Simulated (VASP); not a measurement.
# RbGe (P6_3/mmc) in VASP: notebook

The runs below take RbGe through single point, with LDA.

Program: VASP 6.6.1. These are calculated values, not measurements. Logs are shortened: lines on timing, memory, paths and dates and some standing lists are left out, and cuts for length are marked.

### Step 1. The cell of the first run

The structure is hexagonal, space group P6_3/mmc (No. 194). Conventional cell: a = 3.387 Å, b = 3.387 Å, c = 11.489 Å, α = 90.00°, β = 90.00°, γ = 120.00°. Within 4.5 Å of Rb (site symmetry -3m) lie 6 Rb at 3.39 Å and 6 Ge at 3.47 Å. Within 4.5 Å of Ge (site symmetry -6m2) lie 6 Ge at 3.39 Å and 6 Rb at 3.47 Å.

### Step 2. Single point, LDA

Input file INCAR:

```
SYSTEM = RbGe
  ALGO = Normal
  EDIFF = 1E-6
  ENCUT = 500
  GGA_COMPAT = .False.
  ISIF = 2
  ISMEAR = -1
  LASPH = .True.
  LCHARG = .False.
  LREAL = .False.
  LWAVE = .False.
  NBANDS = 31
  NELM = 120
  PREC = Accurate
  SIGMA = 0.1
```

Input file KPOINTS:

```
k-points
0
Gamma
  5 5 3
  0 0 0
```

Input file POSCAR:

```
RbGe
1.0
    3.3869654463      0.0000000000      0.0000000000
   -1.6934827231      2.9331981182      0.0000000000
    0.0000000000      0.0000000000     11.4892788680
Rb Ge
2 2
Direct
    0.0000000000      0.0000000000      0.0000000000
    0.0000000000      0.0000000000      0.5000000000
    0.3333333333      0.6666666667      0.2500000000
    0.6666666667      0.3333333333      0.7500000000
```

Potentials or basis: VASP PAW LDA potentials, release 64 (Rb_sv, Ge_d).

Command:

```bash
cat potpaw_LDA.64/Rb_sv/POTCAR potpaw_LDA.64/Ge_d/POTCAR > POTCAR
mpirun -np 1 vasp_std > vasp.out
```

OUTCAR:

```text
SYSTEM = RbGe
   EDIFF = 1E-6
   ENCUT = 500
   ISIF = 2
   ISMEAR = -1
   LASPH = .True.
   LREAL = .False.
   NELM = 120
   PREC = Accurate

 ion  position               nearest neighbor table
   1  0.000  0.000  0.000-   3 3.47   4 3.47   3 3.47   4 3.47   4 3.47   3 3.47   2 5.74   2 5.74

   2  0.000  0.000  0.500-   3 3.47   4 3.47   3 3.47   4 3.47   4 3.47   3 3.47   1 5.74   1 5.74

   3  0.333  0.667  0.250-   1 3.47   2 3.47   1 3.47   2 3.47   1 3.47   2 3.47
   4  0.667  0.333  0.750-   1 3.47   2 3.47   1 3.47   2 3.47   1 3.47   2 3.47

  LATTYP: Found a hexagonal cell.
 ALAT       =     3.3869654463
 C/A-ratio  =     3.3922043346

  Lattice vectors:

 A1 = (   3.3869654463,   0.0000000000,   0.0000000000)
 A2 = (  -1.6934827231,   2.9331981182,   0.0000000000)
 A3 = (   0.0000000000,   0.0000000000,  11.4892788680)

Analysis of symmetry for initial positions (statically):
=====================================================================
 Subroutine PRICEL returns:
 Original cell was already a primitive cell.

 Routine SETGRP: Setting up the symmetry group for a
 hexagonal supercell.

 Subroutine GETGRP returns: Found 24 space group operations
 (whereof 12 operations were pure point group operations)
 out of a pool of 24 trial point group operations.

The static configuration has the point symmetry D_3d.
 The point group associated with its full space group is D_6h.

Analysis of symmetry for dynamics (positions and initial velocities):
=====================================================================
 Subroutine PRICEL returns:
 Original cell was already a primitive cell.

 Routine SETGRP: Setting up the symmetry group for a
 hexagonal supercell.

 Subroutine GETGRP returns: Found 24 space group operations
 (whereof 12 operations were pure point group operations)
 out of a pool of 24 trial point group operations.

The dynamic configuration has the point symmetry D_3d.
 The point group associated with its full space group is D_6h.

 Subroutine INISYM returns: Found 24 space group operations
 (whereof 12 operations are pure point group operations),
 and found     1 'primitive' translations

----------------------------------------------------------------------------------------

                                     Primitive cell

  volume of cell :     114.1419

  direct lattice vectors                    reciprocal lattice vectors
     3.386965446  0.000000000  0.000000000     0.295249543  0.170462403  0.000000000
    -1.693482723  2.933198118  0.000000000     0.000000000  0.340924806  0.000000000
     0.000000000  0.000000000 11.489278868     0.000000000  0.000000000  0.087037665

  length of vectors
     3.386965446  3.386965446 11.489278868     0.340924806  0.340924806  0.087037665

  position of ions in fractional coordinates (direct lattice)
     0.000000000  0.000000000  0.000000000
     0.000000000  0.000000000  0.500000000
     0.333333333  0.666666667  0.250000000
     0.666666667  0.333333333  0.750000000

  ion indices of the primitive-cell ions
   primitive index   ion index
                 1           1
                 2           2
                 3           3
                 4           4

----------------------------------------------------------------------------------------

 KPOINTS: k-points

Automatic generation of k-mesh.
 Grid dimensions read from file:
 generate k-points for:    5    5    3

 Generating k-lattice:

  Cartesian coordinates                     Fractional coordinates (reciprocal lattice)
     0.059049909  0.034092481  0.000000000     0.200000000 -0.000000000  0.000000000
     0.000000000  0.068184961  0.000000000     0.000000000  0.200000000  0.000000000
     0.000000000  0.000000000  0.029012555     0.000000000  0.000000000  0.333333333

  Length of vectors
     0.068184961  0.068184961  0.029012555

  Shift w.r.t. Gamma in fractional coordinates (k-lattice)
     0.000000000  0.000000000  0.000000000

 Subroutine IBZKPT returns following result:
 ===========================================

 Found     10 irreducible k-points:

 Following reciprocal coordinates:
            Coordinates               Weight
  0.000000  0.000000  0.000000      1.000000
  0.200000  0.000000  0.000000      6.000000
  0.400000 -0.000000  0.000000      6.000000
  0.200000  0.200000  0.000000      6.000000
  0.400000  0.200000  0.000000      6.000000
  0.000000  0.000000  0.333333      2.000000
  0.200000  0.000000  0.333333     12.000000
  0.400000 -0.000000  0.333333     12.000000
  0.200000  0.200000  0.333333     12.000000
  0.400000  0.200000  0.333333     12.000000
   k-points           NKPTS =     10   k-points in BZ     NKDIM =     10   number of bands    NBANDS=     31
   number of dos      NEDOS =    301   number of ions     NIONS =      4
   total plane-waves  NPLWV =  65856
   dimension x,y,z NGX =    28 NGY =   28 NGZ =   84
   dimension x,y,z NGXF=    56 NGYF=   56 NGZF=  168
   ions per type =               2   2
   NGX,Y,Z   is equivalent  to a cutoff of  13.74, 13.74, 12.15 a.u.
   NGXF,Y,Z  is equivalent  to a cutoff of  27.49, 27.49, 24.31 a.u.
 SYSTEM =  RbGe
   PREC   = accura    normal or accurate (medium, high low for compatibility)
   ISTART =      0    job   : 0-new  1-cont  2-samecut
   ICHARG =      2    charge: 1-file 2-atom 10-const
   ISPIN  =      1    spin polarized calculation?
   LNONCOLLINEAR =      F non collinear calculations
   LSORBIT =      F    spin-orbit coupling
   LASPH  =      T    aspherical Exc in radial PAW
   ENCUT  =  500.0 eV  36.75 Ry    6.06 a.u.   6.18  6.18 20.95*2*pi/ulx,y,z
   NELM   =    120;   NELMIN=  2; NELMDL= -5     # of ELM steps
   EDIFF  = 0.1E-05   stopping-criterion for ELM
   LREAL  =      F    real-space projection
   EDIFFG = 0.1E-04   stopping-criterion for IOM
   NSW    =      0    number of steps for IOM
   IBRION =     -1    ionic relax: 0-MD 1-quasi-New 2-CG
   NFREE  =      0    steps in history (QN), initial steepest desc. (CG)
   ISIF   =      2    stress and relaxation
   ISYM   =      2    0-nonsym 1-usesym 2-fastsym
   POTIM  = 0.5000    time-step for ionic-motion
   TEBEG  =    0.0;   TEEND  =   0.0 temperature during run
   PSTRESS=    0.0 pullay stress
   NELECT =      46.0000    total number of electrons
   NUPDOWN=      -1.0000    fix difference up-down
   EMIN   =  10.00;   EMAX   =-10.00  energy-range for DOS
   EFERMI =   0.00;   METHOD = LEGACY
   ISMEAR =    -1;   SIGMA  =   0.10  broadening in eV -4-tet -1-fermi 0-gaus
   EFERMI_NEDOS =   21; number of points for ismear=-14 and -15
   IALGO  =     38    algorithm
   IMIX   =      4    mixing-type and parameters
     AMIX     =   0.40;   BMIX     =  1.00
     AMIX_MAG =   1.60;   BMIX_MAG =  1.00
  volume/ion in A,a.u.               =      28.54       192.57
  Fermi-wavevector in a.u.,A,eV,Ry     =   1.209240  2.285132 19.895270  1.462261
  Thomas-Fermi vector in A             =   2.344823
   LORBIT       =      0    0 simple, 1 ext, 2 COOP (PROOUT), +10 PAW based schemes
   GGA     = CA    functional components
   LHFCALC =     F    Hartree Fock is set to
   AEXX    =    0.0000 exact exchange contribution
   IVDW    =     0    specifies the selected vdW correction
   LEPSILON=     F    determine dielectric tensor
   LRPA    =     F    only Hartree local field effects (RPA)
 non-spin polarized calculation
  energy-cutoff  :      500.00
  volume of cell :      114.14
 maximum number of plane-waves:      2917
 NGX is ok and might be reduce to    28
   NGX = 13   NGY = 13   NGZ = 41

 number of electron      46.0000008 magnetization

 Free energy of the ion-electron system (eV)
  ---------------------------------------------------
  ext. energy  EPLUGINS =         0.00000000
  ---------------------------------------------------
  free energy    TOTEN  =       -10.78552241 eV

  energy without entropy =      -10.69251523  energy(sigma->0) =      -10.73901882

 E-fermi :   3.0154     XC(G=0):  -9.5591

 val. band max:        2.9322388938   @ k =   0.4000   0.2000   0.3333
 cond. band min:       3.0184218073   @ k =   0.4000  -0.0000   0.3333
 fundamental gap:      0.0861829135
 Fermi energy:         3.0153510982

 k-point     1 :       0.0000    0.0000    0.0000
  band No.  band energies     occupation
      1     -25.2731      2.00000
      2     -25.2721      2.00000
      3     -21.3530      2.00000
      4     -21.3530      2.00000
      5     -21.3530      2.00000
      6     -21.3530      2.00000
[... 23 lines left out ...]
     30       8.5488      0.00000
     31       9.2540      0.00000

 k-point     2 :       0.2000    0.0000    0.0000
  band No.  band energies     occupation
      1     -25.1602      2.00000
      2     -25.1594      2.00000
      3     -21.3540      2.00000
      4     -21.3540      2.00000
      5     -21.3439      2.00000
      6     -21.3438      2.00000
[... 23 lines left out ...]
     30       7.6506      0.00000
     31       8.3041      0.00000

 k-point     3 :       0.4000   -0.0000    0.0000
  band No.  band energies     occupation
      1     -24.9682      2.00000
      2     -24.9680      2.00000
      3     -21.3561      2.00000
      4     -21.3561      2.00000
      5     -21.3289      2.00000
      6     -21.3289      2.00000
[... 23 lines left out ...]
     30       7.4775      0.00000
     31       8.6723      0.00000

 k-point     4 :       0.2000    0.2000    0.0000
  band No.  band energies     occupation
      1     -25.0061      2.00000
      2     -25.0058      2.00000
      3     -21.3516      2.00000
      4     -21.3515      2.00000
      5     -21.3357      2.00000
      6     -21.3357      2.00000
[... 23 lines left out ...]
     30       7.4540      0.00000
     31       7.8603      0.00000

 k-point     5 :       0.4000    0.2000    0.0000
  band No.  band energies     occupation
      1     -24.9072      2.00000
      2     -24.9072      2.00000
      3     -21.3486      2.00000
      4     -21.3485      2.00000
      5     -21.3320      2.00000
      6     -21.3319      2.00000
[... 23 lines left out ...]
     30       7.4671      0.00000
     31       7.7035      0.00000

 k-point     6 :       0.0000    0.0000    0.3333
  band No.  band energies     occupation
      1     -25.2729      2.00000
      2     -25.2724      2.00000
      3     -21.3530      2.00000
      4     -21.3530      2.00000
      5     -21.3530      2.00000
      6     -21.3530      2.00000
[... 23 lines left out ...]
     30       8.8598      0.00000
     31       9.1652      0.00000

 k-point     7 :       0.2000    0.0000    0.3333
  band No.  band energies     occupation
      1     -25.1600      2.00000
      2     -25.1596      2.00000
      3     -21.3540      2.00000
      4     -21.3540      2.00000
      5     -21.3438      2.00000
      6     -21.3438      2.00000
[... 23 lines left out ...]
     30       7.5923      0.00000
     31       8.4398      0.00000

 k-point     8 :       0.4000   -0.0000    0.3333
  band No.  band energies     occupation
      1     -24.9682      2.00000
      2     -24.9681      2.00000
      3     -21.3561      2.00000
      4     -21.3561      2.00000
      5     -21.3290      2.00000
      6     -21.3290      2.00000
[... 23 lines left out ...]
     30       7.5569      0.00000
     31       8.3534      0.00000

 k-point     9 :       0.2000    0.2000    0.3333
  band No.  band energies     occupation
      1     -25.0060      2.00000
      2     -25.0059      2.00000
      3     -21.3516      2.00000
      4     -21.3515      2.00000
      5     -21.3357      2.00000
      6     -21.3357      2.00000
[... 23 lines left out ...]
     30       7.2081      0.00000
     31       8.0165      0.00000

 k-point    10 :       0.4000    0.2000    0.3333
  band No.  band energies     occupation
      1     -24.9072      2.00000
      2     -24.9072      2.00000
      3     -21.3486      2.00000
      4     -21.3485      2.00000
      5     -21.3320      2.00000
      6     -21.3319      2.00000
[... 23 lines left out ...]
     30       7.7406      0.00000
     31       8.2552      0.00000

------------------------ aborting loop because EDIFF is reached ----------------------------------------

  FORCE on cell =-STRESS in cart. coord.  units (eV):
  Direction    XX          YY          ZZ          XY          YZ          ZX
  --------------------------------------------------------------------------------------
  -------------------------------------------------------------------------------------
  Total        0.0885842      0.0885842      0.1019065      0.0000000      0.0000000      0.0000000
  in kB        1.2434317      1.2434317      1.4304324      0.0000000      0.0000000      0.0000000
  external PRESSURE =       1.3057653 kB  Pullay stress =       0.0000000 kB

 VOLUME and BASIS-vectors are now :
 -----------------------------------------------------------------------------
  energy-cutoff  :      500.00
  volume of cell :      114.14
      direct lattice vectors                 reciprocal lattice vectors
     3.386965446  0.000000000  0.000000000     0.295249543  0.170462403  0.000000000
    -1.693482723  2.933198118  0.000000000     0.000000000  0.340924806  0.000000000
     0.000000000  0.000000000 11.489278868     0.000000000  0.000000000  0.087037665

 POSITION                                       TOTAL-FORCE (eV/Angst)
 -----------------------------------------------------------------------------------
      0.00000      0.00000      0.00000         0.000000      0.000000      0.000000
      0.00000      0.00000      5.74464         0.000000      0.000000      0.000000
     -0.00000      1.95547      2.87232        -0.000000      0.000000      0.000000
      1.69348      0.97773      8.61696         0.000000     -0.000000     -0.000000
 -----------------------------------------------------------------------------------
    total drift:                                0.000000     -0.000000      0.000000

  FREE ENERGIE OF THE ION-ELECTRON SYSTEM (eV)
  ---------------------------------------------------
  free  energy   TOTEN  =       -10.7855224108 eV

  energy  without entropy=      -10.6925152273  energy(sigma->0) =      -10.73901882
```

Run time: 82 s. Hardware: 1 thread of Intel Xeon 8259CL, shared host; peak memory 0.21 GiB.

What came out:

* Free energy: -10.7855 eV
* Pressure: 0.1 GPa
* Band gap on the k mesh: zero (bands 23 and 24 overlap by 2.08 eV)

Caveat: the k points lie up to 0.43 Å⁻¹ apart, too coarse for converged energies and pressures of a metal.

### Step 3. Single point, LDA

This run uses another cell than the first one, of 27.96 Å³/atom.

Input file INCAR:

```
ALGO = Normal ; EDIFF = 1E-6
ENCUT = 500 ; GGA_COMPAT = False
ISIF = 2 ; ISMEAR = -1
LASPH = True ; LCHARG = True
LELF = True ; LREAL = False
LVHAR = True ; LWAVE = False
NBANDS = 31 ; NELM = 120
PREC = Accurate ; SIGMA = 0.1
```

Input file KPOINTS:

```
k-points
0
Gamma
  8 8 2
```

Input file POSCAR:

```
RbGe
1.0
    3.3642334496      0.0000000000      0.0000000000
   -1.6821167248      2.9135116316      0.0000000000
    0.0000000000      0.0000000000     11.4121672905
Rb Ge
2 2
Direct
    0.0000000000      0.0000000000      0.0000000000
    0.0000000000      0.0000000000      0.5000000000
    0.3333333333      0.6666666667      0.2500000000
    0.6666666667      0.3333333333      0.7500000000
```

Potentials or basis: VASP PAW LDA potentials, release 64 (Rb_sv, Ge_d).

Command:

```bash
cat potpaw_LDA.64/Rb_sv/POTCAR potpaw_LDA.64/Ge_d/POTCAR > POTCAR
mpirun -np 1 vasp_std > vasp.out
```

Wall time 2.6 min (1 thread of Intel Xeon 8259CL, shared host); peak memory 0.23 GiB.

It converged, with:

```yaml
Free_energy: -10.8452 eV
Pressure: 0.0 GPa
Band_gap_on_the_k_mesh: zero (bands 23 and 24 overlap by 2.21 eV)
```

Stress tensor (GPa, compression positive):
```
-0.14  0.00  0.00
 0.00 -0.14  0.00
 0.00  0.00  0.36
```

Levels at points of the mesh, in eV from the Fermi level:
```csv
k point,band 21,band 22,band 23,band 24,band 25,band 26
"(0.00, 0.00, 0.00)",-2.66,-0.67,0.46,1.96,4.76,4.76
"(0.50, 0.00, 0.00)",-2.75,-2.19,-0.73,1.00,1.30,1.62
"(0.00, 0.00, 0.50)",-1.87,-1.87,1.44,1.44,4.98,4.98
"(0.50, 0.00, 0.50)",-2.50,-2.50,-0.06,-0.06,1.61,1.61
```

(Part 1 of 2 ends here.)

The gap in the log of VASP goes by the Fermi energy; the results here count the filled bands.